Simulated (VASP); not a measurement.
Runs of VASP 6.6.1 on GaP. The structure is that of space group F-43m (No. 216), or close to it. The cells are those of the table. 

```csv
level,cell,k mesh,smearing,grid for exact exchange (PRECFOCK),screening parameter,gap on the mesh (eV),pressure (GPa)
HSE06,"a = 3.739 Å, angles 60.0°, 2 atoms",6 × 6 × 6,gaussian 0.01 eV,Normal,0.2079 1/Å,2.09,10.5
PBE,"a = 3.816 Å, angles 60.0°, 2 atoms",8 × 8 × 8,fermi-dirac 0.02 eV,-,-,1.59,5.2
PBE,"a = 3.931 Å, angles 60.0°, 2 atoms",8 × 8 × 8,fermi-dirac 0.02 eV,-,-,1.34,-2.1
PBE,"a = 3.970 Å, angles 60.0°, 2 atoms",8 × 8 × 8,fermi-dirac 0.02 eV,-,-,1.11,-3.9
r2SCAN,"a = 3.777 Å, angles 60.0°, 2 atoms",8 × 8 × 8,gaussian 0.01 eV,-,-,(a),(b)
PBE,"a = 3.700 Å, angles 60.0°, 2 atoms",8 × 8 × 8,fermi-dirac 0.02 eV,-,-,1.37,16.4
PBE,"a = 3.854 Å, angles 60.0°, 2 atoms",8 × 8 × 8,fermi-dirac 0.02 eV,-,-,1.64,2.4
r2SCAN,"a = 3.700 Å, angles 60.0°, 2 atoms",8 × 8 × 8,gaussian 0.01 eV,-,-,1.63,14.0
```

Alike in all rows: task single point; potentials or basis VASP PAW PBE potentials, release 64 (Ga_d, P); no spin polarisation; cutoff (eV) 520.

Question: Estimate the missing entries.

Answer: (a) 1.78; (b) 6.1.

Caveats: the PAW data sets were made with another functional, which shifts forces and pressure a little (some runs).

A k mesh can miss the band edges, and the runs leave out spin-orbit coupling on Ga.
